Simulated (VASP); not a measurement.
# KBr (P1) in VASP: single point with PBE

Aim: the single point of KBr with PBE.

Everything below comes from runs of VASP 6.6.1. Logs are shortened: lines on timing, memory, paths and dates and some standing lists are left out, and cuts for length are marked.

### 1 The cell of the first run

The typed cell holds 16 atoms: a = 9.613 Å, b = 9.613 Å, c = 9.613 Å, α = 60.00°, β = 60.00°, γ = 60.00°.

### 2 Single point, PBE

Input file INCAR:

```
SYSTEM = KBr
PREC = Accurate
ENCUT = 520
EDIFF = 1E-6
ISMEAR = -1
SIGMA = 0.2241
LREAL = Auto
LASPH = .TRUE.
NELM = 80
ALGO = Normal
ISIF = 2
LWAVE = .FALSE.
LCHARG = .FALSE.
GGA = PE
NBANDS = 78
```

Input file KPOINTS:

```
Automatic mesh
0
Gamma
  2 2 2
  0.5 0.5 0.5
```

Input file POSCAR:

```
KBr
1.0
    0.0000000000      6.7975645603      6.7975645603
    6.7975645603      0.0000000000      6.7975645603
    6.7975645603      6.7975645603      0.0000000000
K Br
8 8
Direct
    0.0452620195     -0.0154963589     -0.0802111543
    0.0124701280     -0.0639351780      0.6655877204
   -0.0093117174      0.4755744460      0.0229310069
    0.0181898971      0.5459292026      0.5281888783
    0.5026836405      0.0457819116     -0.0211526494
    0.4030733325      0.0401764481      0.5264298659
    0.5660103653      0.5374936814     -0.0479852743
    0.5595796798      0.3548144308      0.5129072286
    0.1760691626      0.1569121544      0.3223737679
    0.2506377078      0.2221352937      0.7556206277
    0.2346029943      0.8483229470      0.1633944025
    0.3337745423      0.6203274662      0.7945757561
    0.7397200064      0.3000921112      0.2152243626
    0.8048517894      0.2600946242      0.7303958581
    0.7124114758      0.7629900318      0.2902137939
    0.7000001924      0.8681048113      0.6759938003
```

Potentials or basis: VASP PAW PBE potentials, release 64 (K_sv, Br).

On the command line:

```
$ cat potpaw_PBE.64/K_sv/POTCAR potpaw_PBE.64/Br/POTCAR > POTCAR
$ mpirun -np 1 vasp_std > vasp.out
```

OUTCAR:

```text
SYSTEM = KBr
   PREC = Accurate
   ENCUT = 520
   EDIFF = 1E-6
   ISMEAR = -1
   LREAL = Auto
   LASPH = .TRUE.
   NELM = 80
   ISIF = 2
   GGA = PE

 ion  position               nearest neighbor table
   1  0.045  0.985  0.920-   2 2.89  14 2.99  11 3.05  10 3.07   6 3.64
   2  0.012  0.936  0.666-   1 2.89  14 2.92   9 3.00   6 3.78
   3  0.991  0.476  0.023-  13 2.93
   4  0.018  0.546  0.528-  10 3.25
   5  0.503  0.046  0.979-  11 3.22  10 3.29
   6  0.403  0.040  0.526-  10 2.85   9 3.08  16 3.16   1 3.64   2 3.78
   7  0.566  0.537  0.952-  12 2.88  13 3.01
   8  0.560  0.355  0.513-  13 2.67  10 3.13
   9  0.176  0.157  0.322-   2 3.00   6 3.08
  10  0.251  0.222  0.756-   6 2.85   1 3.07   8 3.13   4 3.25   5 3.29
  11  0.235  0.848  0.163-   1 3.05   5 3.22
  12  0.334  0.620  0.795-   7 2.88
  13  0.740  0.300  0.215-   8 2.67   3 2.93   7 3.01
  14  0.805  0.260  0.730-   2 2.92   1 2.99
  15  0.712  0.763  0.290-
  16  0.700  0.868  0.676-   6 3.16

  LATTYP: Found a face centered cubic cell.
 ALAT       =    13.5951291206

  Lattice vectors:

 A1 = (   0.0000000000,   6.7975645603,   6.7975645603)
 A2 = (   6.7975645603,   0.0000000000,   6.7975645603)
 A3 = (   6.7975645603,   6.7975645603,   0.0000000000)

Analysis of symmetry for initial positions (statically):
=====================================================================
 Subroutine PRICEL returns:
 Original cell was already a primitive cell.

 Routine SETGRP: Setting up the symmetry group for a
 face centered cubic supercell.

 Subroutine GETGRP returns: Found  1 space group operations
 (whereof  1 operations were pure point group operations)
 out of a pool of 48 trial point group operations.

The static configuration has the point symmetry C_1 .

Analysis of symmetry for dynamics (positions and initial velocities):
=====================================================================
 Subroutine PRICEL returns:
 Original cell was already a primitive cell.

 Routine SETGRP: Setting up the symmetry group for a
 face centered cubic supercell.

 Subroutine GETGRP returns: Found  1 space group operations
 (whereof  1 operations were pure point group operations)
 out of a pool of 48 trial point group operations.

The dynamic configuration has the point symmetry C_1 .

 Subroutine INISYM returns: Found  1 space group operations
 (whereof  1 operations are pure point group operations),
 and found     1 'primitive' translations

----------------------------------------------------------------------------------------

                                     Primitive cell

  volume of cell :     628.1886

  direct lattice vectors                    reciprocal lattice vectors
     0.000000000  6.797564560  6.797564560    -0.073555756  0.073555756  0.073555756
     6.797564560  0.000000000  6.797564560     0.073555756 -0.073555756  0.073555756
     6.797564560  6.797564560  0.000000000     0.073555756  0.073555756 -0.073555756

  length of vectors
     9.613207992  9.613207992  9.613207992     0.127402307  0.127402307  0.127402307

  position of ions in fractional coordinates (direct lattice)
     0.045262020  0.984503641  0.919788846
     0.012470128  0.936064822  0.665587720
     0.990688283  0.475574446  0.022931007
     0.018189897  0.545929203  0.528188878
     0.502683641  0.045781912  0.978847351
     0.403073332  0.040176448  0.526429866
[... 8 lines left out ...]
     0.712411476  0.762990032  0.290213794
     0.700000192  0.868104811  0.675993800

  ion indices of the primitive-cell ions
   primitive index   ion index
                 1           1
                 2           2
                 3           3
                 4           4
                 5           5
                 6           6
[... 8 lines left out ...]
                15          15
                16          16

----------------------------------------------------------------------------------------

 KPOINTS: Automatic mesh

Automatic generation of k-mesh.
 Grid dimensions read from file:
 generate k-points for:    2    2    2

 Generating k-lattice:

  Cartesian coordinates                     Fractional coordinates (reciprocal lattice)
    -0.036777878  0.036777878  0.036777878     0.500000000  0.000000000  0.000000000
     0.036777878 -0.036777878  0.036777878     0.000000000  0.500000000  0.000000000
     0.036777878  0.036777878 -0.036777878     0.000000000  0.000000000  0.500000000

  Length of vectors
     0.063701153  0.063701153  0.063701153

  Shift w.r.t. Gamma in fractional coordinates (k-lattice)
     0.500000000  0.500000000  0.500000000

 Subroutine IBZKPT returns following result:
 ===========================================

 Found     16 irreducible k-points:

 Following reciprocal coordinates:
            Coordinates               Weight
  0.250000  0.250000  0.250000      2.000000
  0.250000  0.000000  0.000000      2.000000
  0.000000  0.000000 -0.250000      2.000000
  0.000000  0.250000  0.000000      2.000000
 -0.250000  0.250000  0.250000      2.000000
  0.250000 -0.250000  0.250000      2.000000
[... 8 lines left out ...]
  0.000000  0.250000  0.500000      2.000000
  0.500000  0.250000  0.000000      2.000000
   k-points           NKPTS =     16   k-points in BZ     NKDIM =     16   number of bands    NBANDS=     78
   number of dos      NEDOS =    301   number of ions     NIONS =     16
   total plane-waves  NPLWV = 373248
   dimension x,y,z NGX =    72 NGY =   72 NGZ =   72
   dimension x,y,z NGXF=   144 NGYF=  144 NGZF=  144
   ions per type =               8   8
   NGX,Y,Z   is equivalent  to a cutoff of  12.45, 12.45, 12.45 a.u.
   NGXF,Y,Z  is equivalent  to a cutoff of  24.90, 24.90, 24.90 a.u.
 SYSTEM =  KBr
   PREC   = accura    normal or accurate (medium, high low for compatibility)
   ISTART =      0    job   : 0-new  1-cont  2-samecut
   ICHARG =      2    charge: 1-file 2-atom 10-const
   ISPIN  =      1    spin polarized calculation?
   LNONCOLLINEAR =      F non collinear calculations
   LSORBIT =      F    spin-orbit coupling
   LASPH  =      T    aspherical Exc in radial PAW
   ENCUT  =  520.0 eV  38.22 Ry    6.18 a.u.  17.87 17.87 17.87*2*pi/ulx,y,z
   NELM   =     80;   NELMIN=  2; NELMDL= -5     # of ELM steps
   EDIFF  = 0.1E-05   stopping-criterion for ELM
   LREAL  =      T    real-space projection
   EDIFFG = 0.1E-04   stopping-criterion for IOM
   NSW    =      0    number of steps for IOM
   IBRION =     -1    ionic relax: 0-MD 1-quasi-New 2-CG
   NFREE  =      0    steps in history (QN), initial steepest desc. (CG)
   ISIF   =      2    stress and relaxation
   ISYM   =      2    0-nonsym 1-usesym 2-fastsym
   POTIM  = 0.5000    time-step for ionic-motion
   TEBEG  =    0.0;   TEEND  =   0.0 temperature during run
   PSTRESS=    0.0 pullay stress
   NELECT =     128.0000    total number of electrons
   NUPDOWN=      -1.0000    fix difference up-down
   EMIN   =  10.00;   EMAX   =-10.00  energy-range for DOS
   EFERMI =   0.00;   METHOD = LEGACY
   ISMEAR =    -1;   SIGMA  =   0.22  broadening in eV -4-tet -1-fermi 0-gaus
   EFERMI_NEDOS =   21; number of points for ismear=-14 and -15
   IALGO  =     38    algorithm
   IMIX   =      4    mixing-type and parameters
     AMIX     =   0.40;   BMIX     =  1.00
     AMIX_MAG =   1.60;   BMIX_MAG =  1.00
  volume/ion in A,a.u.               =      39.26       264.95
  Fermi-wavevector in a.u.,A,eV,Ry     =   0.963344  1.820457 12.626642  0.928032
  Thomas-Fermi vector in A             =   2.092881
   LORBIT       =      0    0 simple, 1 ext, 2 COOP (PROOUT), +10 PAW based schemes
   GGA     = PE    functional components
   LHFCALC =     F    Hartree Fock is set to
   AEXX    =    0.0000 exact exchange contribution
   IVDW    =     0    specifies the selected vdW correction
   LEPSILON=     F    determine dielectric tensor
   LRPA    =     F    only Hartree local field effects (RPA)
 non-spin polarized calculation
  energy-cutoff  :      520.00
  volume of cell :      628.19
 maximum number of plane-waves:     16921
   NGX = 35   NGY = 35   NGZ = 35

 number of electron     127.9999998 magnetization

 Free energy of the ion-electron system (eV)
  ---------------------------------------------------
  ext. energy  EPLUGINS =         0.00000000
  ---------------------------------------------------
  free energy    TOTEN  =       -45.42625831 eV

  energy without entropy =      -45.42215759  energy(sigma->0) =      -45.42420795

 E-fermi :   0.7341     XC(G=0):  -6.9604

 val. band max:       -1.1029414874   @ k =   0.2500   0.0000   0.5000
 cond. band min:       2.1832177653   @ k =   0.2500   0.2500   0.2500
 fundamental gap:      3.2861592527
 Fermi energy:         0.7341309763

 k-point     1 :       0.2500    0.2500    0.2500
  band No.  band energies     occupation
      1     -30.7926      2.00000
      2     -30.6784      2.00000
      3     -30.4573      2.00000
      4     -30.4510      2.00000
      5     -30.1062      2.00000
      6     -30.0751      2.00000
[... 68 lines left out ...]
     75       4.9432      0.00000
     76       5.0002      0.00000

 k-point     2 :       0.2500    0.0000    0.0000
  band No.  band energies     occupation
      1     -30.7926      2.00000
      2     -30.6784      2.00000
      3     -30.4573      2.00000
      4     -30.4510      2.00000
      5     -30.1062      2.00000
      6     -30.0751      2.00000
[... 68 lines left out ...]
     75       4.8738      0.00000
     76       5.0062      0.00000

 k-point     3 :       0.0000    0.0000   -0.2500
  band No.  band energies     occupation
      1     -30.7926      2.00000
      2     -30.6784      2.00000
      3     -30.4573      2.00000
      4     -30.4510      2.00000
      5     -30.1062      2.00000
      6     -30.0751      2.00000
[... 1016 lines left out ...]
     75       4.9726      0.00000
     76       5.0263      0.00000

 k-point    16 :       0.5000    0.2500    0.0000
  band No.  band energies     occupation
      1     -30.7926      2.00000
      2     -30.6784      2.00000
      3     -30.4573      2.00000
      4     -30.4510      2.00000
      5     -30.1062      2.00000
      6     -30.0751      2.00000
[... 68 lines left out ...]
     75       4.8958      0.00000
     76       5.0106      0.00000
 [bands above 76 left out]

------------------------ aborting loop because EDIFF is reached ----------------------------------------

  FORCE on cell =-STRESS in cart. coord.  units (eV):
  Direction    XX          YY          ZZ          XY          YZ          ZX
  --------------------------------------------------------------------------------------
  -------------------------------------------------------------------------------------
  Total        7.5231889      6.3813441      3.9085746      3.3851997      1.8668988     -1.0164806
  in kB       19.1876828     16.2754397      9.9687101      8.6338570      4.7614732     -2.5925052
  external PRESSURE =      15.1439442 kB  Pullay stress =       0.0000000 kB

 VOLUME and BASIS-vectors are now :
 -----------------------------------------------------------------------------
  energy-cutoff  :      520.00
  volume of cell :      628.19
      direct lattice vectors                 reciprocal lattice vectors
     0.000000000  6.797564560  6.797564560    -0.073555756  0.073555756  0.073555756
     6.797564560  0.000000000  6.797564560     0.073555756 -0.073555756  0.073555756
     6.797564560  6.797564560  0.000000000     0.073555756  0.073555756 -0.073555756

 POSITION                                       TOTAL-FORCE (eV/Angst)
 -----------------------------------------------------------------------------------
     12.94455      6.56000      6.99990         0.830165      1.129282     -0.465180
     10.88734      4.60914      6.44773        -1.213577     -0.635901     -0.418519
      3.38862      6.89014      9.96702         0.136085      0.542003      0.331541
      7.30139      3.71405      3.83464        -0.166934     -0.653073      0.111187
      6.96498     10.07080      3.72823         0.261085      0.298657     -0.330217
      3.85154      6.31836      3.01302        -1.457543      0.051393      0.200718
[... 8 lines left out ...]
      7.15922      6.81541     10.02914        -0.388850     -0.131917      0.254323
     10.49611      9.35341     10.65929        -0.027285      0.675812      0.151597
 -----------------------------------------------------------------------------------
    total drift:                                0.012553      0.004904     -0.007115

  FREE ENERGIE OF THE ION-ELECTRON SYSTEM (eV)
  ---------------------------------------------------
  free  energy   TOTEN  =       -45.4262583074 eV

  energy  without entropy=      -45.4221575940  energy(sigma->0) =      -45.42420795
```

Run time: 36 min. Hardware: 1 thread of AMD EPYC 7R43 (Zen 3), shared host; peak memory 0.93 GiB.

What came out:

* Free energy: -45.4263 eV
* Pressure: 1.5 GPa
* Largest force: 1.790 eV/Å
* Band gap on the k mesh: 3.29 eV (least direct gap 3.29 eV)

Forces on the atoms (eV/Å):
```
K    0.830  1.129 -0.465
K   -1.214 -0.636 -0.419
K    0.136  0.542  0.332
K   -0.167 -0.653  0.111
K    0.261  0.299 -0.330
K   -1.458  0.051  0.201
K    0.311  0.127  0.160
K    1.678  0.613  0.101
Br   0.167 -0.177  0.591
Br   1.059 -0.243  0.378
Br  -0.390  0.441 -0.521
Br   0.128 -1.084 -0.429
Br  -1.546 -0.495 -0.069
Br   0.621 -0.459 -0.046
Br  -0.389 -0.132  0.254
Br  -0.027  0.676  0.152
```

Levels at points of the mesh, in eV from the valence-band top:
| k point | band 61 | band 62 | band 63 | band 64 | band 65 | band 66 | band 67 | band 68 |
| --- | --- | --- | --- | --- | --- | --- | --- | --- |
| (0.25, 0.25, 0.25) | -0.41 | -0.39 | -0.29 | -0.02 | 3.29 | 4.40 | 4.77 | 4.95 |

Caveat: the atoms stand as in a frame of molecular dynamics; a shifted mesh leaves out Γ, where band edges can lie; forces of over 1 eV/Å act on the atoms, so gaps and moduli don't describe the material at rest. A k mesh can miss the band edges.
